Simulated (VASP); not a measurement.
# Si (P-1) in VASP: settings compared

Si is run at these levels: LDA, RPBE; tasks: single point.

Everything below comes from runs of VASP 6.6.1. Logs are shortened: lines on timing, memory, paths and dates and some standing lists are left out, and cuts for length are marked.

**1. The cell of the first run**

The typed cell holds 2 atoms: a = 3.607 Å, b = 3.607 Å, c = 3.607 Å, α = 97.80°, β = 97.80°, γ = 136.76°.

**2. Single point, LDA (atoms moved at random)**

INCAR reads:

```
PREC = Accurate
ENCUT = 520
EDIFF = 1E-6
ISMEAR = 0
SIGMA = 0.05
LREAL = F
LASPH = T
NELM = 80
ALGO = Normal
ISIF = 2
LWAVE = F
LCHARG = F
GGA = CA
NBANDS = 11
```

KPOINTS reads:

```
Automatic mesh
0
Gamma
  11 11 11
```

POSCAR reads:

```
Si
1.0
   -2.3713723045      2.3713723045      1.3292653899
    2.3713723045     -2.3713723045      1.3292653899
    2.3713723045      2.3713723045     -1.3292653899
Si
2
Direct
    0.4918640000      0.5197320000      0.0341420000
    0.2360220000      0.7568060000      0.4850600000
```

Potentials or basis: VASP PAW LDA potentials, release 64 (Si).

Started as:

```console
$ cat potpaw_LDA.64/Si/POTCAR > POTCAR
$ mpirun -np 1 vasp_std > vasp.out
```

OUTCAR:

```text
PREC = Accurate
   ENCUT = 520
   EDIFF = 1E-6
   ISMEAR = 0
   LREAL = F
   LASPH = T
   NELM = 80
   ISIF = 2
   GGA = CA

 ion  position               nearest neighbor table
   1  0.492  0.520  0.034-   2 2.33   2 2.38   2 2.57   2 2.58   2 3.00   2 3.03
   2  0.236  0.757  0.485-   1 2.33   1 2.38   1 2.57   1 2.58   1 3.00   1 3.03

  LATTYP: Found a body centered tetragonal cell.
 ALAT       =     4.7427446090
 C/A-ratio  =     0.5605468983

  Lattice vectors:

 A1 = (  -2.3713723045,   2.3713723045,   1.3292653899)
 A2 = (   2.3713723045,  -2.3713723045,   1.3292653899)
 A3 = (   2.3713723045,   2.3713723045,  -1.3292653899)

Analysis of symmetry for initial positions (statically):
=====================================================================
 Subroutine PRICEL returns:
 Original cell was already a primitive cell.

 Routine SETGRP: Setting up the symmetry group for a
 body centered tetragonal supercell.

 Subroutine GETGRP returns: Found  2 space group operations
 (whereof  1 operations were pure point group operations)
 out of a pool of 16 trial point group operations.

The static configuration has the point symmetry C_1 .
 The point group associated with its full space group is S_2 .

Analysis of symmetry for dynamics (positions and initial velocities):
=====================================================================
 Subroutine PRICEL returns:
 Original cell was already a primitive cell.

 Routine SETGRP: Setting up the symmetry group for a
 body centered tetragonal supercell.

 Subroutine GETGRP returns: Found  2 space group operations
 (whereof  1 operations were pure point group operations)
 out of a pool of 16 trial point group operations.

The dynamic configuration has the point symmetry C_1 .
 The point group associated with its full space group is S_2 .

 Subroutine INISYM returns: Found  2 space group operations
 (whereof  1 operations are pure point group operations),
 and found     1 'primitive' translations

----------------------------------------------------------------------------------------

                                     Primitive cell

  volume of cell :      29.9000

  direct lattice vectors                    reciprocal lattice vectors
    -2.371372304  2.371372304  1.329265390     0.000000000  0.210848376  0.376147610
     2.371372304 -2.371372304  1.329265390     0.210848376  0.000000000  0.376147610
     2.371372304  2.371372304 -1.329265390     0.210848376  0.210848376  0.000000000

  length of vectors
     3.607458896  3.607458896  3.607458896     0.431212317  0.431212317  0.298184633

  position of ions in fractional coordinates (direct lattice)
     0.491864000  0.519732000  0.034142000
     0.236022000  0.756806000  0.485060000

  ion indices of the primitive-cell ions
   primitive index   ion index
                 1           1
                 2           2

----------------------------------------------------------------------------------------

 KPOINTS: Automatic mesh

Automatic generation of k-mesh.
 Grid dimensions read from file:
 generate k-points for:   11   11   11

 Generating k-lattice:

  Cartesian coordinates                     Fractional coordinates (reciprocal lattice)
     0.000000000  0.019168034  0.034195237     0.090909091 -0.000000000  0.000000000
     0.019168034  0.000000000  0.034195237    -0.000000000  0.090909091  0.000000000
     0.019168034  0.019168034  0.000000000     0.000000000  0.000000000  0.090909091

  Length of vectors
     0.039201120  0.039201120  0.027107694

  Shift w.r.t. Gamma in fractional coordinates (k-lattice)
     0.000000000  0.000000000  0.000000000

 Subroutine IBZKPT returns following result:
 ===========================================

 Found    666 irreducible k-points:

 Following reciprocal coordinates:
            Coordinates               Weight
  0.000000  0.000000  0.000000      1.000000
  0.090909 -0.000000  0.000000      2.000000
  0.090909 -0.000000 -0.090909      2.000000
 -0.000000  0.090909 -0.090909      2.000000
 -0.000000  0.090909  0.000000      2.000000
  0.181818 -0.000000  0.000000      2.000000
[... 16 lines left out ...]
  0.181818 -0.000000 -0.090909      2.000000
  0.090909  0.090909 -0.181818      2.000000
 [... further k-points ...]
   k-points           NKPTS =    666   k-points in BZ     NKDIM =    666   number of bands    NBANDS=     11
   number of dos      NEDOS =    301   number of ions     NIONS =      2
   total plane-waves  NPLWV =  21952
   dimension x,y,z NGX =    28 NGY =   28 NGZ =   28
   dimension x,y,z NGXF=    56 NGYF=   56 NGZF=   56
   ions per type =               2
   NGX,Y,Z   is equivalent  to a cutoff of  12.90, 12.90, 12.90 a.u.
   NGXF,Y,Z  is equivalent  to a cutoff of  25.81, 25.81, 25.81 a.u.
 SYSTEM =  unknown system
   PREC   = accura    normal or accurate (medium, high low for compatibility)
   ISTART =      0    job   : 0-new  1-cont  2-samecut
   ICHARG =      2    charge: 1-file 2-atom 10-const
   ISPIN  =      1    spin polarized calculation?
   LNONCOLLINEAR =      F non collinear calculations
   LSORBIT =      F    spin-orbit coupling
   LASPH  =      T    aspherical Exc in radial PAW
   ENCUT  =  520.0 eV  38.22 Ry    6.18 a.u.   6.71  6.71  6.71*2*pi/ulx,y,z
   NELM   =     80;   NELMIN=  2; NELMDL= -5     # of ELM steps
   EDIFF  = 0.1E-05   stopping-criterion for ELM
   LREAL  =      F    real-space projection
[... 7 lines left out ...]
   TEBEG  =    0.0;   TEEND  =   0.0 temperature during run
   PSTRESS=    0.0 pullay stress
   NELECT =       8.0000    total number of electrons
   NUPDOWN=      -1.0000    fix difference up-down
   EMIN   =  10.00;   EMAX   =-10.00  energy-range for DOS
   EFERMI =   0.00;   METHOD = LEGACY
   ISMEAR =     0;   SIGMA  =   0.05  broadening in eV -4-tet -1-fermi 0-gaus
   EFERMI_NEDOS =   21; number of points for ismear=-14 and -15
   IALGO  =     38    algorithm
   IMIX   =      4    mixing-type and parameters
     AMIX     =   0.40;   BMIX     =  1.00
     AMIX_MAG =   1.60;   BMIX_MAG =  1.00
  volume/ion in A,a.u.               =      14.95       100.89
  Fermi-wavevector in a.u.,A,eV,Ry     =   1.054908  1.993486 15.140973  1.112830
  Thomas-Fermi vector in A             =   2.190086
   LORBIT       =      0    0 simple, 1 ext, 2 COOP (PROOUT), +10 PAW based schemes
   GGA     = CA    functional components
   LHFCALC =     F    Hartree Fock is set to
   AEXX    =    0.0000 exact exchange contribution
   IVDW    =     0    specifies the selected vdW correction
   LEPSILON=     F    determine dielectric tensor
   LRPA    =     F    only Hartree local field effects (RPA)
 non-spin polarized calculation
 Gauss-broadening in eV      SIGMA  =   0.05
  energy-cutoff  :      520.00
  volume of cell :       29.90
 maximum number of plane-waves:       815
   NGX = 13   NGY = 13   NGZ = 13

 number of electron       8.0000000 magnetization

 Free energy of the ion-electron system (eV)
  ---------------------------------------------------
  ext. energy  EPLUGINS =         0.00000000
  ---------------------------------------------------
  free energy    TOTEN  =       -11.40597833 eV

  energy without entropy =      -11.40524344  energy(sigma->0) =      -11.40561089

 E-fermi :   9.3483     XC(G=0): -11.0572

 val. band max:        9.3454610792   @ k =  -0.2727  -0.4545  -0.0909
 cond. band min:       9.3486006179   @ k =   0.3636   0.3636   0.2727
 fundamental gap:      0.0031395387
 Fermi energy:         9.3482890251

 k-point     1 :       0.0000    0.0000    0.0000
  band No.  band energies     occupation
      1      -4.5398      2.00000
      2       6.8387      2.00000
      3       7.0102      2.00000
      4       7.5659      2.00000
      5      10.8170      0.00000
      6      16.9030      0.00000
      7      18.1327      0.00000
      8      18.4892      0.00000
      9      18.6302      0.00000
     10      19.4820      0.00000
     11      19.9895      0.00000

 k-point     2 :       0.0909   -0.0000    0.0000
  band No.  band energies     occupation
      1      -4.3197      2.00000
      2       6.3380      2.00000
      3       6.7819      2.00000
      4       8.5444      2.00000
      5      11.3248      0.00000
      6      15.5589      0.00000
      7      16.1930      0.00000
      8      17.7213      0.00000
      9      18.1218      0.00000
     10      19.0143      0.00000
     11      20.9679      0.00000

 k-point     3 :       0.0909   -0.0000   -0.0909
  band No.  band energies     occupation
      1      -4.3196      2.00000
      2       6.2965      2.00000
      3       6.8502      2.00000
      4       8.5029      2.00000
      5      11.3373      0.00000
      6      15.5689      0.00000
      7      16.2409      0.00000
      8      17.7891      0.00000
      9      17.9545      0.00000
     10      19.0187      0.00000
     11      21.0136      0.00000

 k-point     4 :      -0.0000    0.0909   -0.0909
  band No.  band energies     occupation
      1      -4.3198      2.00000
      2       6.3235      2.00000
      3       6.7910      2.00000
      4       8.5758      2.00000
      5      11.3065      0.00000
      6      15.5469      0.00000
      7      15.9801      0.00000
      8      17.7842      0.00000
      9      18.1206      0.00000
     10      19.3493      0.00000
     11      20.9307      0.00000
[... 239 lines left out ...]
 k-point    22 :       0.0909    0.0909    0.0000
  band No.  band energies     occupation
      1      -3.7665      2.00000
      2       6.1263      2.00000
      3       7.4516      2.00000
      4       9.1405      2.00000
      5      12.0806      0.00000
      6      13.3010      0.00000
      7      13.4519      0.00000
      8      16.2960      0.00000
      9      16.5107      0.00000
     10      18.0525      0.00000
     11      20.0737      0.00000

 k-point    23 :       0.1818   -0.0000   -0.0909
  band No.  band energies     occupation
      1      -3.7645      2.00000
      2       6.0478      2.00000
      3       7.6094      2.00000
      4       8.9666      2.00000
      5      12.1214      0.00000
      6      13.3406      0.00000
      7      13.7828      0.00000
      8      15.9007      0.00000
      9      16.7288      0.00000
     10      17.8590      0.00000
     11      19.8710      0.00000

 k-point    24 :       0.0909    0.0909   -0.1818
  band No.  band energies     occupation
      1      -3.7664      2.00000
      2       6.1312      2.00000
      3       7.4457      2.00000
      4       9.1182      2.00000
      5      12.0982      0.00000
      6      13.2840      0.00000
      7      13.5426      0.00000
      8      16.1922      0.00000
      9      16.5842      0.00000
     10      17.9770      0.00000
     11      20.0678      0.00000

 [... further k-points ...]
[... 5 lines left out ...]
  --------------------------------------------------------------------------------------
  -------------------------------------------------------------------------------------
  Total        0.7806256      0.0343640     -0.2817703     -0.1293408      0.1533723     -0.2607664
  in kB       41.8294528      1.8413807    -15.0985299     -6.9306672      8.2183848    -13.9730470
  external PRESSURE =       9.5241012 kB  Pullay stress =       0.0000000 kB

 VOLUME and BASIS-vectors are now :
 -----------------------------------------------------------------------------
  energy-cutoff  :      520.00
  volume of cell :       29.90
      direct lattice vectors                 reciprocal lattice vectors
    -2.371372304  2.371372304  1.329265390     0.000000000  0.210848376  0.376147610
     2.371372304 -2.371372304  1.329265390     0.210848376  0.000000000  0.376147610
     2.371372304  2.371372304 -1.329265390     0.210848376  0.210848376  0.000000000

 POSITION                                       TOTAL-FORCE (eV/Angst)
 -----------------------------------------------------------------------------------
      0.14705      0.01488      1.29930        -0.913341     -0.517736      0.102496
      2.38523     -0.08471      0.67496         0.913341      0.517736     -0.102496
 -----------------------------------------------------------------------------------
    total drift:                               -0.000005      0.000002     -0.000004

  FREE ENERGIE OF THE ION-ELECTRON SYSTEM (eV)
  ---------------------------------------------------
  free  energy   TOTEN  =       -11.4059783293 eV

  energy  without entropy=      -11.4052434439  energy(sigma->0) =      -11.40561089
```

It took 82 s on 1 thread of Intel Xeon 6975P-C (Granite Rapids), shared host; peak memory 0.26 GiB.

What came out:

```yaml
Free_energy: -11.4060 eV
Pressure: 1.0 GPa
Largest_force: 1.055 eV/Å
Band_gap_on_the_k_mesh: zero (bands 4 and 5 overlap by 5.86 eV)
```

Forces in eV/Å, atoms in the order of the input:
```
Si  -0.913 -0.518  0.102
Si   0.913  0.518 -0.102
```

Stress tensor (GPa, compression positive):
```
 4.18 -0.69 -1.40
-0.69  0.18  0.82
-1.40  0.82 -1.51
```

Caveat: the cell differs from its parent crystal (atoms moved at random); forces of over 1 eV/Å act on the atoms, so gaps and moduli don't describe the material at rest.

**3. Single point, RPBE (atoms moved at random)**

INCAR reads:

```
SYSTEM = Si
  PREC = Accurate
  ENCUT = 520
  EDIFF = 1E-6
  ISMEAR = 0
  SIGMA = 0.05
  LREAL = .FALSE.
  LASPH = .TRUE.
  NELM = 100
  ALGO = Normal
  ISIF = 2
  LWAVE = .FALSE.
  LCHARG = .FALSE.
  GGA = RP
  NBANDS = 11
```

KPOINTS reads:

```
Automatic mesh
0
G
  11 11 11
  0 0 0
```

POSCAR is that of step 2.

Potentials or basis: VASP PAW PBE potentials, release 64 (Si).

Started as:

```console
$ cat potpaw_PBE.64/Si/POTCAR > POTCAR
$ mpirun -np 1 vasp_std > vasp.out
```

Wall time 83 s (1 thread of Intel Xeon 6975P-C (Granite Rapids), shared host); peak memory 0.28 GiB.

The run converged. Its results:

```
Free energy            : -9.5604 eV
Pressure               : 6.2 GPa
Largest force          : 1.154 eV/Å
Band gap on the k mesh : zero (bands 4 and 5 overlap by 5.92 eV)
```

Forces on the atoms (eV/Å):
```
Si  -0.995 -0.574  0.104
Si   0.995  0.574 -0.104
```

Stress tensor (GPa, compression positive):
```
 9.76 -0.77 -1.70
-0.77  5.52  1.08
-1.70  1.08  3.24
```

Levels at points of the mesh, in eV from the Fermi level:
```
           k point  band 1  band 2  band 3  band 4  band 5  band 6  band 7  band 8  band 9
(0.00, 0.00, 0.00)  -13.94   -2.54   -2.36   -1.70    1.40    7.55    8.98    9.30    9.44
```

Caveat: the cell differs from its parent crystal (atoms moved at random); the cell stands under pressure; the PAW data sets were made with another functional, which shifts forces and pressure a little.
